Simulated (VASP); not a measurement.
# Sb (P2_1/m) in VASP: a series of runs

The runs below take Sb through single point, with PBEsol, LDA.

Everything below comes from runs of VASP 6.6.1. Logs are shortened: lines on timing, memory, paths and dates and some standing lists are left out, and cuts for length are marked.

## (1) The cell of the first run

The structure is monoclinic, space group P2_1/m (No. 11). The conventional cell has a = 4.587 Å, b = 4.479 Å, c = 6.585 Å, α = 90.00°, β = 101.72°, γ = 90.00°. Within 3.9 Å of Sb (site symmetry m) lie 7 Sb at 2.96 to 3.80 Å. Sb (site symmetry m) has 7 Sb at 2.96 to 3.79 Å within 3.9 Å.

## (2) Single point, PBEsol (volume scaled by 1.04)

INCAR reads:

```
PREC = Accurate ; ENCUT = 520
EDIFF = 1E-6 ; ISMEAR = -1
SIGMA = 0.05 ; LREAL = F
LASPH = T ; NELM = 60
ALGO = Normal ; ISIF = 2
LWAVE = F ; LCHARG = T
GGA = PS ; LELF = T
LVHAR = T ; NBANDS = 18
```

KPOINTS reads:

```
regular mesh
0
Gamma
  6 6 4
```

POSCAR reads:

```
Sb
1.0
    4.5872818327      0.0000000000      0.0000000000
    0.0000000000      4.4792790402      0.0000000000
   -1.3378962428      0.0000000000      6.4480990254
Sb
4
Direct
    0.3399300000      0.2500000000      0.6836700000
    0.9366380000      0.7500000000      0.7627580000
    0.0633620000      0.2500000000      0.2372420000
    0.6600700000      0.7500000000      0.3163300000
```

Potentials or basis: VASP PAW PBE potentials, release 64 (Sb).

On the command line:

```
$ cat potpaw_PBE.64/Sb/POTCAR > POTCAR
$ mpirun -np 1 vasp_std > vasp.out
```

OUTCAR:

```text
PREC = Accurate
   ENCUT = 520
   EDIFF = 1E-6
   ISMEAR = -1
   LREAL = F
   LASPH = T
   NELM = 60
   ISIF = 2
   GGA = PS

 ion  position               nearest neighbor table
   1  0.340  0.250  0.684-   3 2.96   2 3.02   2 3.02   2 3.49   2 3.49
   2  0.937  0.750  0.763-   4 2.96   1 3.02   1 3.02   1 3.49   1 3.49
   3  0.063  0.250  0.237-   1 2.96   4 3.02   4 3.02   4 3.49   4 3.49
   4  0.660  0.750  0.316-   2 2.96   3 3.02   3 3.02   3 3.49   3 3.49

  LATTYP: Found a simple monoclinic cell.
 ALAT       =     4.5872818327
 B/A-ratio  =     0.9764560373
 C/A-ratio  =     1.4355853266
 COS(beta)  =    -0.2031599047

  Lattice vectors:

 A1 = (   4.5872818327,   0.0000000000,   0.0000000000)
 A2 = (   0.0000000000,   4.4792790402,   0.0000000000)
 A3 = (  -1.3378962428,   0.0000000000,   6.4480990254)

Analysis of symmetry for initial positions (statically):
=====================================================================
 Subroutine PRICEL returns:
 Original cell was already a primitive cell.

 Routine SETGRP: Setting up the symmetry group for a
 simple monoclinic supercell.

 Subroutine GETGRP returns: Found  4 space group operations
 (whereof  2 operations were pure point group operations)
 out of a pool of  4 trial point group operations.

The static configuration has the point symmetry S_2 .
 The point group associated with its full space group is C_2h.

Analysis of symmetry for dynamics (positions and initial velocities):
=====================================================================
 Subroutine PRICEL returns:
 Original cell was already a primitive cell.

 Routine SETGRP: Setting up the symmetry group for a
 simple monoclinic supercell.

 Subroutine GETGRP returns: Found  4 space group operations
 (whereof  2 operations were pure point group operations)
 out of a pool of  4 trial point group operations.

The dynamic configuration has the point symmetry S_2 .
 The point group associated with its full space group is C_2h.

 Subroutine INISYM returns: Found  4 space group operations
 (whereof  2 operations are pure point group operations),
 and found     1 'primitive' translations

----------------------------------------------------------------------------------------

                                     Primitive cell

  volume of cell :     132.4937

  direct lattice vectors                    reciprocal lattice vectors
     4.587281833  0.000000000  0.000000000     0.217994018  0.000000000  0.045230909
     0.000000000  4.479279040  0.000000000     0.000000000  0.223250213  0.000000000
    -1.337896243  0.000000000  6.448099025     0.000000000  0.000000000  0.155084467

  length of vectors
     4.587281833  4.479279040  6.585434488     0.222636985  0.223250213  0.155084467

  position of ions in fractional coordinates (direct lattice)
     0.339930000  0.250000000  0.683670000
     0.936638000  0.750000000  0.762758000
     0.063362000  0.250000000  0.237242000
     0.660070000  0.750000000  0.316330000

  ion indices of the primitive-cell ions
   primitive index   ion index
                 1           1
                 2           2
                 3           3
                 4           4

----------------------------------------------------------------------------------------

 KPOINTS: regular mesh

Automatic generation of k-mesh.
 Grid dimensions read from file:
 generate k-points for:    6    6    4

 Generating k-lattice:

  Cartesian coordinates                     Fractional coordinates (reciprocal lattice)
     0.036332336  0.000000000  0.007538485     0.166666667  0.000000000  0.000000000
     0.000000000  0.037208369  0.000000000     0.000000000  0.166666667  0.000000000
     0.000000000  0.000000000  0.038771117     0.000000000  0.000000000  0.250000000

  Length of vectors
     0.037106164  0.037208369  0.038771117

  Shift w.r.t. Gamma in fractional coordinates (k-lattice)
     0.000000000  0.000000000  0.000000000

 Subroutine IBZKPT returns following result:
 ===========================================

 Found     56 irreducible k-points:

 Following reciprocal coordinates:
            Coordinates               Weight
  0.000000  0.000000  0.000000      1.000000
  0.166667  0.000000 -0.000000      2.000000
  0.333333  0.000000  0.000000      2.000000
  0.500000  0.000000 -0.000000      1.000000
  0.000000  0.166667  0.000000      2.000000
  0.166667  0.166667 -0.000000      4.000000
[... 16 lines left out ...]
  0.000000  0.166667  0.250000      4.000000
  0.166667  0.166667  0.250000      4.000000
 [... further k-points ...]
   k-points           NKPTS =     56   k-points in BZ     NKDIM =     56   number of bands    NBANDS=     18
   number of dos      NEDOS =    301   number of ions     NIONS =      4
   total plane-waves  NPLWV =  64800
   dimension x,y,z NGX =    36 NGY =   36 NGZ =   50
   dimension x,y,z NGXF=    72 NGYF=   72 NGZF=  100
   ions per type =               4
   NGX,Y,Z   is equivalent  to a cutoff of  13.05, 13.36, 12.62 a.u.
   NGXF,Y,Z  is equivalent  to a cutoff of  26.09, 26.72, 25.24 a.u.
 SYSTEM =  unknown system
   PREC   = accura    normal or accurate (medium, high low for compatibility)
   ISTART =      0    job   : 0-new  1-cont  2-samecut
   ICHARG =      2    charge: 1-file 2-atom 10-const
   ISPIN  =      1    spin polarized calculation?
   LNONCOLLINEAR =      F non collinear calculations
   LSORBIT =      F    spin-orbit coupling
   LASPH  =      T    aspherical Exc in radial PAW
   ENCUT  =  520.0 eV  38.22 Ry    6.18 a.u.   8.53  8.33 12.24*2*pi/ulx,y,z
   NELM   =     60;   NELMIN=  2; NELMDL= -5     # of ELM steps
   EDIFF  = 0.1E-05   stopping-criterion for ELM
   LREAL  =      F    real-space projection
   EDIFFG = 0.1E-04   stopping-criterion for IOM
   NSW    =      0    number of steps for IOM
   IBRION =     -1    ionic relax: 0-MD 1-quasi-New 2-CG
   NFREE  =      0    steps in history (QN), initial steepest desc. (CG)
   ISIF   =      2    stress and relaxation
   ISYM   =      2    0-nonsym 1-usesym 2-fastsym
   POTIM  = 0.5000    time-step for ionic-motion
   TEBEG  =    0.0;   TEEND  =   0.0 temperature during run
   PSTRESS=    0.0 pullay stress
   NELECT =      20.0000    total number of electrons
   NUPDOWN=      -1.0000    fix difference up-down
   EMIN   =  10.00;   EMAX   =-10.00  energy-range for DOS
   EFERMI =   0.00;   METHOD = LEGACY
   ISMEAR =    -1;   SIGMA  =   0.05  broadening in eV -4-tet -1-fermi 0-gaus
   EFERMI_NEDOS =   21; number of points for ismear=-14 and -15
   IALGO  =     38    algorithm
   IMIX   =      4    mixing-type and parameters
     AMIX     =   0.40;   BMIX     =  1.00
     AMIX_MAG =   1.60;   BMIX_MAG =  1.00
  volume/ion in A,a.u.               =      33.12       223.53
  Fermi-wavevector in a.u.,A,eV,Ry     =   0.871672  1.647221 10.337870  0.759812
  Thomas-Fermi vector in A             =   1.990813
   LORBIT       =      0    0 simple, 1 ext, 2 COOP (PROOUT), +10 PAW based schemes
   GGA     = PS    functional components
   LHFCALC =     F    Hartree Fock is set to
   AEXX    =    0.0000 exact exchange contribution
   IVDW    =     0    specifies the selected vdW correction
   LEPSILON=     F    determine dielectric tensor
   LRPA    =     F    only Hartree local field effects (RPA)
 non-spin polarized calculation
  energy-cutoff  :      520.00
  volume of cell :      132.49
 maximum number of plane-waves:      3596
 NGX is ok and might be reduce to    36
   NGX = 17   NGY = 17   NGZ = 25

 number of electron      20.0000000 magnetization

 Free energy of the ion-electron system (eV)
  ---------------------------------------------------
  ext. energy  EPLUGINS =         0.00000000
  ---------------------------------------------------
  free energy    TOTEN  =       -17.62498596 eV

  energy without entropy =      -17.61477793  energy(sigma->0) =      -17.61988194

 E-fermi :   5.8315     XC(G=0):  -9.2814

 val. band max:        5.7748313786   @ k =   0.5000   0.0000   0.2500
 cond. band min:       5.8398152629   @ k =  -0.1667   0.0000   0.2500
 fundamental gap:      0.0649838844
 Fermi energy:         5.8314668363

 k-point     1 :       0.0000    0.0000    0.0000
  band No.  band energies     occupation
      1      -6.1087      2.00000
      2      -3.8217      2.00000
      3      -1.4970      2.00000
      4      -0.5215      2.00000
      5       1.7191      2.00000
      6       2.5748      2.00000
[... 10 lines left out ...]
     17       9.7253      0.00000
     18      11.2608      0.00000

 k-point     2 :       0.1667    0.0000   -0.0000
  band No.  band energies     occupation
      1      -5.9404      2.00000
      2      -3.6994      2.00000
      3      -2.0278      2.00000
      4      -0.6843      2.00000
      5       1.5640      2.00000
      6       2.7759      2.00000
[... 10 lines left out ...]
     17       9.8006      0.00000
     18      11.3304      0.00000

 k-point     3 :       0.3333    0.0000    0.0000
  band No.  band energies     occupation
      1      -5.4739      2.00000
      2      -3.4597      2.00000
      3      -2.9531      2.00000
      4      -1.2829      2.00000
      5       1.8286      2.00000
      6       3.3354      2.00000
[... 10 lines left out ...]
     17      11.2168      0.00000
     18      11.7099      0.00000

 k-point     4 :       0.5000    0.0000   -0.0000
  band No.  band energies     occupation
      1      -5.0535      2.00000
      2      -3.8278      2.00000
      3      -2.9572      2.00000
      4      -1.7190      2.00000
      5       2.2776      2.00000
      6       3.6329      2.00000
[... 10 lines left out ...]
     17      12.2829      0.00000
     18      12.5008      0.00000

 k-point     5 :       0.0000    0.1667    0.0000
  band No.  band energies     occupation
      1      -5.9174      2.00000
      2      -3.6390      2.00000
      3      -2.0850      2.00000
      4      -0.6664      2.00000
      5       1.5775      2.00000
      6       2.8234      2.00000
[... 10 lines left out ...]
     17       9.7022      0.00000
     18      11.1699      0.00000

 k-point     6 :       0.1667    0.1667   -0.0000
  band No.  band energies     occupation
      1      -5.7524      2.00000
      2      -3.5203      2.00000
      3      -2.3535      2.00000
      4      -0.8662      2.00000
      5       1.6191      2.00000
      6       2.2382      2.00000
[... 10 lines left out ...]
     17      10.1879      0.00000
     18      11.5245      0.00000

 k-point     7 :       0.3333    0.1667    0.0000
  band No.  band energies     occupation
      1      -5.2976      2.00000
      2      -3.3089      2.00000
      3      -2.9806      2.00000
      4      -1.3447      2.00000
      5       1.9825      2.00000
      6       2.0921      2.00000
[... 10 lines left out ...]
     17      11.4441      0.00000
     18      12.0626      0.00000

 k-point     8 :       0.5000    0.1667   -0.0000
  band No.  band energies     occupation
      1      -4.8919      2.00000
      2      -3.7239      2.00000
      3      -2.8721      2.00000
      4      -1.6840      2.00000
      5       2.3351      2.00000
      6       2.4361      2.00000
[... 10 lines left out ...]
     17      11.8900      0.00000
     18      11.9099      0.00000
[... 229 lines left out ...]
     17      11.0606      0.00000
     18      12.5551      0.00000

 k-point    20 :       0.5000    0.0000    0.2500
  band No.  band energies     occupation
      1      -4.9539      2.00000
      2      -3.7385      2.00000
      3      -3.3642      2.00000
      4      -1.5900      2.00000
      5       2.3005      2.00000
      6       3.9754      2.00000
[... 10 lines left out ...]
     17      12.0216      0.00000
     18      12.2591      0.00000

 k-point    21 :      -0.3333    0.0000    0.2500
  band No.  band energies     occupation
      1      -5.4219      2.00000
      2      -3.5745      2.00000
      3      -2.9373      2.00000
      4      -1.3097      2.00000
      5       1.8161      2.00000
      6       3.4081      2.00000
[... 10 lines left out ...]
     17      11.2269      0.00000
     18      11.5869      0.00000

 k-point    22 :      -0.1667    0.0000    0.2500
  band No.  band energies     occupation
      1      -5.8511      2.00000
      2      -3.9705      2.00000
      3      -1.9854      2.00000
      4      -0.5154      2.00000
      5       1.7761      2.00000
      6       2.8833      2.00000
[... 10 lines left out ...]
     17      10.3042      0.00000
     18      11.3174      0.00000

 k-point    23 :       0.0000    0.1667    0.2500
  band No.  band energies     occupation
      1      -5.7855      2.00000
      2      -4.0195      2.00000
      3      -2.0531      2.00000
      4      -0.5225      2.00000
      5       2.1082      2.00000
      6       2.9694      2.00000
[... 10 lines left out ...]
     17       9.9183      0.00000
     18      11.0472      0.00000

 k-point    24 :       0.1667    0.1667    0.2500
  band No.  band energies     occupation
      1      -5.5847      2.00000
      2      -3.9700      2.00000
      3      -2.3722      2.00000
      4      -0.7037      2.00000
      5       2.2104      2.00000
      6       2.5968      2.00000
[... 10 lines left out ...]
     17      10.3508      0.00000
     18      11.2675      0.00000

 [... further k-points ...]
[... 5 lines left out ...]
  --------------------------------------------------------------------------------------
  -------------------------------------------------------------------------------------
  Total       -3.1285374     -3.7206313     -2.6900229      0.0000000      0.0000000      0.2915917
  in kB      -37.8317733    -44.9916557    -32.5290451      0.0000000      0.0000000      3.5260662
  external PRESSURE =     -38.4508247 kB  Pullay stress =       0.0000000 kB

 VOLUME and BASIS-vectors are now :
 -----------------------------------------------------------------------------
  energy-cutoff  :      520.00
  volume of cell :      132.49
      direct lattice vectors                 reciprocal lattice vectors
     4.587281833  0.000000000  0.000000000     0.217994018  0.000000000  0.045230909
     0.000000000  4.479279040  0.000000000     0.000000000  0.223250213  0.000000000
    -1.337896243  0.000000000  6.448099025     0.000000000  0.000000000  0.155084467

 POSITION                                       TOTAL-FORCE (eV/Angst)
 -----------------------------------------------------------------------------------
      0.64468      1.11982      4.40837        -0.228840      0.000000     -0.039282
      3.27613      3.35946      4.91834         0.208784     -0.000000     -0.234024
     -0.02675      1.11982      1.52976        -0.208784     -0.000000      0.234024
      2.60471      3.35946      2.03973         0.228840     -0.000000      0.039282
 -----------------------------------------------------------------------------------
    total drift:                               -0.000000      0.000000      0.000000

  FREE ENERGIE OF THE ION-ELECTRON SYSTEM (eV)
  ---------------------------------------------------
  free  energy   TOTEN  =       -17.6249859587 eV

  energy  without entropy=      -17.6147779267  energy(sigma->0) =      -17.61988194
```

Run time: 93 s. Hardware: 1 thread of Intel Xeon Platinum 8375C at 2.90GHz (Ice Lake), shared host; peak memory 0.29 GiB.

Results:

```
Free energy            : -17.6250 eV
Pressure               : -3.8 GPa
Largest force          : 0.314 eV/Å
Band gap on the k mesh : zero (band 10 reaches 5.99 eV, above the bottom of band 11 at 5.57 eV)
```

Forces on the atoms (eV/Å):
```
Sb  -0.229  0.000 -0.039
Sb   0.209  0.000 -0.234
Sb  -0.209  0.000  0.234
Sb   0.229  0.000  0.039
```

Levels at points of the mesh, in eV from the Fermi level:
| k point | band 6 | band 7 | band 8 | band 9 | band 10 | band 11 | band 12 | band 13 | band 14 | band 15 |
| --- | --- | --- | --- | --- | --- | --- | --- | --- | --- | --- |
| (0.00, 0.00, 0.00) | -3.26 | -2.63 | -2.01 | -1.29 | -0.12 | 2.06 | 2.66 | 2.85 | 2.96 | 3.03 |
| (0.50, 0.00, 0.00) | -2.20 | -1.98 | -1.06 | -0.82 | -0.67 | 0.31 | 1.02 | 1.19 | 1.45 | 1.87 |
| (0.00, 0.50, 0.00) | -3.42 | -1.34 | -1.34 | -1.02 | -1.02 | 0.40 | 0.40 | 1.31 | 1.31 | 3.59 |
| (0.50, 0.50, 0.00) | -4.64 | -3.32 | -3.32 | -2.17 | -2.17 | 0.89 | 0.89 | 4.78 | 4.78 | 5.11 |
| (0.00, 0.00, 0.50) | -2.88 | -2.33 | -2.00 | -1.64 | -1.47 | 0.65 | 1.88 | 2.17 | 2.91 | 3.83 |
| (0.50, 0.00, 0.50) | -2.02 | -1.67 | -0.96 | -0.85 | -0.70 | -0.26 | 0.75 | 1.03 | 1.19 | 1.65 |
| (0.00, 0.50, 0.50) | -1.89 | -1.56 | -1.56 | -0.78 | -0.78 | 0.11 | 0.11 | 0.96 | 0.96 | 2.14 |
| (0.50, 0.50, 0.50) | -4.87 | -3.64 | -3.64 | -1.20 | -1.20 | 1.91 | 1.91 | 3.52 | 3.52 | 4.48 |

Caveat: the PAW data sets were made with another functional, which shifts forces and pressure a little; spin-orbit coupling is left out, which moves the levels of the heavy elements.

[end of part 1 of 3]
